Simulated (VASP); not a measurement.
Here is a VASP 6.6.1 calculation.

Contents of INCAR:

```
SYSTEM = Si
ALGO = Normal
EDIFF = 1E-8
ENCUT = 520
GGA = CA
IBRION = 8
ISIF = 2
ISMEAR = 0
LASPH = .True.
LCHARG = .True.
LREAL = .False.
LWAVE = .False.
NELM = 80
NSW = 1
PREC = Accurate
SIGMA = 0.01
```

Contents of KPOINTS:

```
k-points
0
Gamma
  12 12 12
  0 0 0
```

Contents of POSCAR:

```
Si
1.0
    0.0000000000      2.7007939031      2.7007939031
    2.7007939031      0.0000000000      2.7007939031
    2.7007939031      2.7007939031      0.0000000000
Si
2
Direct
    0.5000000000      0.5000000000      0.5000000000
    0.7500000000      0.7500000000      0.7500000000
```

Potentials or basis: VASP PAW LDA potentials, release 64 (Si).

The run is started by

```console
$ cat potpaw_LDA.64/Si/POTCAR > POTCAR
$ mpirun -np 1 vasp_std > vasp.out
```

Task: Predict the highest phonon frequency at Γ.

Result: 513 cm⁻¹.

Phonon frequencies in cm⁻¹ (negative: imaginary):
```tsv
q point	frequencies
(0.000, 0.000, 0.000)	0 0 0 513 513 513
```
